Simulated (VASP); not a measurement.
SnO2: single point with PBEsol

SnO2:

```
Sn O
1.0
     4.76872    0.00000    0.00000
     0.00000    4.76872    0.00000
     0.00000    0.00000    3.21137
Sn O
2 4
Direct
  0.00000 0.00000 0.00000
  0.50000 0.50000 0.50000
  0.26196 0.35063 0.00000
  0.23804 0.85063 0.50000
  0.73804 0.64937 0.00000
  0.76196 0.14937 0.50000
```

This cell differs from its parent crystal: atoms displaced along a vibrational mode.

```
Program                : VASP 6.6.1
Task                   : single point
Functional             : PBEsol
Potentials or basis    : VASP PAW PBE potentials, release 64 (Sn_d, O)
Cutoff                 : 520 eV
k mesh                 : 6 × 6 × 8
Occupations            : gaussian, width 0.05 eV
Spin                   : no spin polarisation
Dipole correction      : no
Further INCAR settings : ALGO = Normal; EDIFF = 1e-06; NBANDS = 35
```

| Item | Value |
| --- | --- |
| Pressure | -3.0 GPa |
| Largest force | 0.441 eV/Å |
| Band gap on the k mesh | 1.25 eV (least direct gap 1.43 eV) |

Forces in eV/Å, atoms in the order of the input:
```
Sn   0.000  0.000  0.000
Sn   0.000  0.000  0.000
O    0.422 -0.130  0.000
O   -0.422 -0.130  0.000
O   -0.422  0.130  0.000
O    0.422  0.130  0.000
```

Stress tensor (GPa, compression positive):
```
-4.30  0.00  0.00
 0.00 -1.63  0.00
 0.00  0.00 -3.14
```

Levels at points of the mesh, in eV from the valence-band top:
| k point | band 23 | band 24 | band 25 | band 26 | band 27 | band 28 | band 29 | band 30 |
| --- | --- | --- | --- | --- | --- | --- | --- | --- |
| (0.00, 0.00, 0.00) | -0.77 | -0.40 | -0.19 | -0.18 | 1.25 | 5.84 | 6.31 | 6.53 |
| (0.50, 0.00, 0.00) | -0.88 | -0.88 | -0.01 | -0.01 | 3.88 | 3.88 | 6.41 | 6.41 |
| (0.00, 0.50, 0.00) | -0.87 | -0.87 | -0.43 | -0.43 | 4.40 | 4.40 | 7.68 | 7.68 |
| (0.50, 0.50, 0.00) | -1.05 | -1.05 | -0.41 | -0.41 | 4.70 | 4.70 | 7.22 | 7.22 |
| (0.00, 0.00, 0.50) | -1.39 | -1.39 | -0.59 | -0.59 | 5.75 | 5.75 | 9.37 | 9.37 |
| (0.50, 0.00, 0.50) | -0.75 | -0.75 | -0.55 | -0.55 | 6.13 | 6.13 | 8.05 | 8.05 |
| (0.00, 0.50, 0.50) | -0.94 | -0.94 | -0.25 | -0.25 | 5.84 | 5.84 | 7.42 | 7.42 |
| (0.50, 0.50, 0.50) | -0.75 | -0.75 | -0.32 | -0.32 | 4.63 | 4.63 | 8.89 | 8.89 |

Run time: 2.5 min on 1 thread of Intel Xeon 8259CL, with other jobs on the host, peak memory 0.28 GiB.

Caveat: the cell differs from its parent crystal (atoms displaced along a vibrational mode); the cell stands under tension; the PAW data sets were made with another functional, which shifts forces and pressure a little; spin-orbit coupling is left out, which moves the levels of the heavy elements. A k mesh can miss the band edges.
